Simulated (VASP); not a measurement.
Crystal: Cd2Ru.

```xyz
3
Lattice="3.9333 0.0000 0.0000 -1.9667 3.4064 0.0000 0.0000 0.0000 4.2469" Properties=species:S:1:pos:R:3 pbc="T T T"
Cd    0.0000    2.2709    2.1235
Cd    1.9667    1.1355    2.1235
Ru    0.0000    0.0000    0.0000
```

* Program: VASP 6.6.1
* Task: relaxation of cell and atoms
* Functional: r2SCAN
* Potentials or basis: VASP PAW PBE potentials, release 64 (Cd, Ru_pv)
* Cutoff: 600 eV
* k mesh: 6 × 6 × 4
* Occupations: gaussian, width 0.1 eV
* Spin: no spin polarisation

At the start: pressure 22.7 GPa; volume 18.97 Å³/atom.

How do energy, volume and symmetry change on relaxing?

Over 11 steps the energy falls by 1485.3 meV/atom and the volume is 17.53 Å³/atom (-7.6 %); space group P6/mmm (No. 191, to 0.05 Å).

Step by step:
```tsv
step	energy change (eV)	largest force (eV/Å)	pressure (GPa)	volume (Å³)
1	0.0000	0.0000	22.67	56.90
2	-1.9467	0.0000	-16.47	78.62
3	-2.2810	0.0000	-11.38	70.48
4	-3.8120	0.0000	-9.12	59.60
5	-4.4127	0.0000	-0.81	53.17
6	2.8592	0.0000	128.66	39.82
7	-4.4278	0.0000	0.00	52.80
8	-4.4444	0.0000	3.06	51.58
9	-4.4453	0.0000	1.99	51.98
10	-4.4464	0.0000	-1.32	53.22
11	-4.4558	0.0000	0.21	52.60
```

Final structure:
```
Cd Ru
1.0
     4.68158    0.00000    0.00000
    -2.34079    4.05437    0.00000
     0.00000    0.00000    2.77142
Cd Ru
2 1
Direct
  0.33333 0.66667 0.50000
  0.66667 0.33333 0.50000
  0.00000 0.00000 0.00000
```

Caveat: the k points lie up to 0.57 Å⁻¹ apart in the final cell; the PAW data sets were made with another functional, which shifts forces and pressure a little.
